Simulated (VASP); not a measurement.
# Zr (P6_3/mmc) in VASP: a series of runs, part 2 of 2

VASP 6.6.1.

**4. Single point, PBEsol (volume scaled by 1.02)**

INCAR reads:

```
SYSTEM = Zr
PREC = Accurate
ENCUT = 520
EDIFF = 1E-6
ISMEAR = -1
SIGMA = 0.05
LREAL = .FALSE.
LASPH = .TRUE.
NELM = 100
ALGO = Normal
ISIF = 2
LWAVE = .FALSE.
LCHARG = .FALSE.
GGA = PS
NBANDS = 19
```

KPOINTS reads:

```
Automatic mesh
0
G
  9 9 5
  0 0 0
```

POSCAR reads:

```
Zr
1.0
    3.2534045973      0.0000000000      0.0000000000
   -1.6267022986      2.8175310300      0.0000000000
    0.0000000000      0.0000000000      5.1810870861
Zr
2
Direct
    0.6666666667      0.3333333333      0.7500000000
    0.3333333333      0.6666666667      0.2500000000
```

Potentials or basis: VASP PAW PBE potentials, release 64 (Zr_sv).

Launch:

```bash
> cat potpaw_PBE.64/Zr_sv/POTCAR > POTCAR
> mpirun -np 1 vasp_std > vasp.out
```

OUTCAR:

```text
SYSTEM = Zr
   PREC = Accurate
   ENCUT = 520
   EDIFF = 1E-6
   ISMEAR = -1
   LREAL = .FALSE.
   LASPH = .TRUE.
   NELM = 100
   ISIF = 2
   GGA = PS

 ion  position               nearest neighbor table
   1  0.667  0.333  0.750-   2 3.20   2 3.20   2 3.20   2 3.20   2 3.20   2 3.20
   2  0.333  0.667  0.250-   1 3.20   1 3.20   1 3.20   1 3.20   1 3.20   1 3.20

  LATTYP: Found a hexagonal cell.
 ALAT       =     3.2534045973
 C/A-ratio  =     1.5925123762

  Lattice vectors:

 A1 = (   3.2534045973,   0.0000000000,   0.0000000000)
 A2 = (  -1.6267022986,   2.8175310300,   0.0000000000)
 A3 = (   0.0000000000,   0.0000000000,   5.1810870861)

Analysis of symmetry for initial positions (statically):
=====================================================================
 Subroutine PRICEL returns:
 Original cell was already a primitive cell.

 Routine SETGRP: Setting up the symmetry group for a
 hexagonal supercell.

 Subroutine GETGRP returns: Found 24 space group operations
[... 154 lines left out ...]
   NGX = 13   NGY = 13   NGZ = 19

 number of electron      24.0000001 magnetization

 Free energy of the ion-electron system (eV)
  ---------------------------------------------------
  ext. energy  EPLUGINS =         0.00000000
  ---------------------------------------------------
  free energy    TOTEN  =       -18.13568924 eV

  energy without entropy =      -18.11948714  energy(sigma->0) =      -18.12758819

 E-fermi :   8.6585     XC(G=0): -11.1122

 val. band max:        8.6276320516   @ k =   0.3333   0.3333   0.4000
 cond. band min:       8.6631871177   @ k =   0.0000   0.0000   0.4000
 fundamental gap:      0.0355550661
 Fermi energy:         8.6584806101

 k-point     1 :       0.0000    0.0000    0.0000
  band No.  band energies     occupation
      1     -40.1305      2.00000
      2     -39.9867      2.00000
      3     -18.6504      2.00000
      4     -17.8234      2.00000
      5     -17.8234      2.00000
      6     -17.6952      2.00000
[... 505 lines left out ...]
      6     -18.0800      2.00000
[... 11 lines left out ...]
     18      12.9666      0.00000
     19      15.1864      0.00000

 [... further k-points ...]
[... 5 lines left out ...]
  --------------------------------------------------------------------------------------
  -------------------------------------------------------------------------------------
  Total       -1.5307856     -1.5307856     -1.3286672     -0.0000000      0.0000000      0.0000000
  in kB      -51.6413135    -51.6413135    -44.8228156     -0.0000000      0.0000000      0.0000000
  external PRESSURE =     -49.3684809 kB  Pullay stress =       0.0000000 kB

 VOLUME and BASIS-vectors are now :
 -----------------------------------------------------------------------------
  energy-cutoff  :      520.00
  volume of cell :       47.49
      direct lattice vectors                 reciprocal lattice vectors
     3.253404597  0.000000000  0.000000000     0.307370316  0.177460335  0.000000000
    -1.626702299  2.817531030  0.000000000     0.000000000  0.354920670  0.000000000
     0.000000000  0.000000000  5.181087086     0.000000000  0.000000000  0.193009688

 POSITION                                       TOTAL-FORCE (eV/Angst)
 -----------------------------------------------------------------------------------
      1.62670      0.93918      3.88582        -0.000000      0.000000      0.000000
     -0.00000      1.87835      1.29527         0.000000     -0.000000      0.000000
 -----------------------------------------------------------------------------------
    total drift:                               -0.000000      0.000000     -0.000000

  FREE ENERGIE OF THE ION-ELECTRON SYSTEM (eV)
  ---------------------------------------------------
  free  energy   TOTEN  =       -18.1356892448 eV

  energy  without entropy=      -18.1194871410  energy(sigma->0) =      -18.12758819
```

It took 21 s on 1 thread of Intel Xeon Platinum 8375C at 2.90GHz (Ice Lake), shared host; peak memory 0.17 GiB.

What came out:

| Quantity | Value |
| --- | --- |
| Free energy | -18.1357 eV |
| Pressure | -4.9 GPa |
| Band gap on the k mesh | zero (band 12 reaches 9.50 eV, above the bottom of band 13 at 8.39 eV) |

Stress tensor (GPa, compression positive):
```
-5.16  0.00  0.00
 0.00 -5.16  0.00
 0.00  0.00 -4.48
```

Caveat: the cell differs from its parent crystal (volume scaled by 1.02); the PAW data sets were made with another functional, which shifts forces and pressure a little.

**5. Single point, RPBE**

This run uses another cell than the first one, of 23.95 Å³/atom, 1.050 times its volume.

INCAR reads:

```
SYSTEM = Zr
PREC = Accurate
ENCUT = 520
EDIFF = 1E-6
ISMEAR = -1
SIGMA = 0.05
LREAL = .FALSE.
LASPH = .TRUE.
NELM = 80
ALGO = Fast
ISIF = 2
LWAVE = .FALSE.
LCHARG = .FALSE.
GGA = RP
NBANDS = 19
```

KPOINTS reads:

```
regular mesh
0
G
  9 9 5
  0 0 0
```

POSCAR reads:

```
Zr
1.0
    3.2564190216      0.0000000000      0.0000000000
   -1.6282095108      2.8201415981      0.0000000000
    0.0000000000      0.0000000000      5.2161755154
Zr
2
Direct
    0.6666666667      0.3333333333      0.7500000000
    0.3333333333      0.6666666667      0.2500000000
```

Launch:

```bash
> cat potpaw_PBE.64/Zr_sv/POTCAR > POTCAR
> mpirun -np 1 vasp_std > vasp.out
```

Run time: 38 s. Hardware: 1 thread of Intel Xeon Platinum 8375C at 2.90GHz (Ice Lake), shared host; peak memory 0.17 GiB.

Results (log left out):

```
Free energy            : -16.2080 eV
Pressure               : 0.0 GPa
Band gap on the k mesh : zero (band 12 reaches 9.64 eV, above the bottom of band 13 at 8.49 eV)
```

Levels at points of the mesh, in eV from the Fermi level:
| k point | band 10 | band 11 | band 12 | band 13 | band 14 | band 15 |
| --- | --- | --- | --- | --- | --- | --- |
| (0.00, 0.00, 0.00) | -2.96 | 0.87 | 0.87 | 0.95 | 0.99 | 1.52 |

Caveat: the PAW data sets were made with another functional, which shifts forces and pressure a little.

**6. Single point, revPBE**

This run uses another cell than the first one, of 23.79 Å³/atom, 1.043 times its volume.

INCAR reads:

```
PREC     = Accurate       # precision mode
ENCUT    = 520            # plane-wave cutoff, eV
EDIFF    = 1E-7           # SCF threshold, eV
ISMEAR   = -1             # smearing method
SIGMA    = 0.05           # smearing width, eV
LREAL    = F              # projectors in reciprocal space
LASPH    = T              # aspherical terms in the spheres
NELM     = 60             # most SCF steps
ALGO     = Normal         # electronic algorithm
ISIF     = 2              # what is computed and relaxed
LWAVE    = F              # write WAVECAR
LCHARG   = F              # write CHGCAR
GGA      = RE             # functional
NBANDS   = 19             # bands
```

KPOINTS reads:

```
regular mesh
0
Gamma
  9 9 5
```

POSCAR reads:

```
Zr
1.0
    3.2487406057      0.0000000000      0.0000000000
   -1.6243703029      2.8134918948      0.0000000000
    0.0000000000      0.0000000000      5.2062451415
Zr
2
Direct
    0.6666666667      0.3333333333      0.7500000000
    0.3333333333      0.6666666667      0.2500000000
```

Potentials or basis: VASP PAW PBE potentials, release 64 (Zr_sv).

Launch:

```bash
> cat potpaw_PBE.64/Zr_sv/POTCAR > POTCAR
> mpirun -np 1 vasp_std > vasp.out
```

Wall time 22 s (1 thread of Intel Xeon Platinum 8375C at 2.90GHz (Ice Lake), shared host); peak memory 0.17 GiB.

It converged, with:

```yaml
Free_energy: -16.3780 eV
Pressure: 0.0 GPa
Band_gap_on_the_k_mesh: zero (band 12 reaches 9.69 eV, above the bottom of band 13 at 8.54 eV)
```

Levels at points of the mesh, in eV from the Fermi level:
| k point | band 10 | band 11 | band 12 | band 13 | band 14 | band 15 |
| --- | --- | --- | --- | --- | --- | --- |
| (0.00, 0.00, 0.00) | -2.98 | 0.87 | 0.87 | 0.95 | 1.02 | 1.53 |

Caveat: the PAW data sets were made with another functional, which shifts forces and pressure a little.

**7. The runs side by side**

```tsv
level	cell	gap on the mesh (eV)	pressure (GPa)
PBEsol	a = 3.210, b = 3.210, c = 5.112 Å, angles 90.0, 90.0, 120.0°, 2 atoms	none	-1.4
PBE	a = 3.228, b = 3.228, c = 5.183 Å, angles 90.0, 90.0, 120.0°, 2 atoms	none	0.0
PBEsol	a = 3.253, b = 3.253, c = 5.181 Å, angles 90.0, 90.0, 120.0°, 2 atoms	none	-4.9
RPBE	a = 3.256, b = 3.256, c = 5.216 Å, angles 90.0, 90.0, 120.0°, 2 atoms	none	0.0
revPBE	a = 3.249, b = 3.249, c = 5.206 Å, angles 90.0, 90.0, 120.0°, 2 atoms	none	0.0
```

Alike in all rows: task single point; potentials or basis VASP PAW PBE potentials, release 64 (Zr_sv); no spin polarisation; k mesh 9 × 9 × 5; cutoff (eV) 520; smearing fermi-dirac 0.05 eV.

Caveats: the PAW data sets were made with another functional, which shifts forces and pressure a little (some runs).

Total energies depend on the potentials used, so only differences within one code and one set of settings carry meaning.
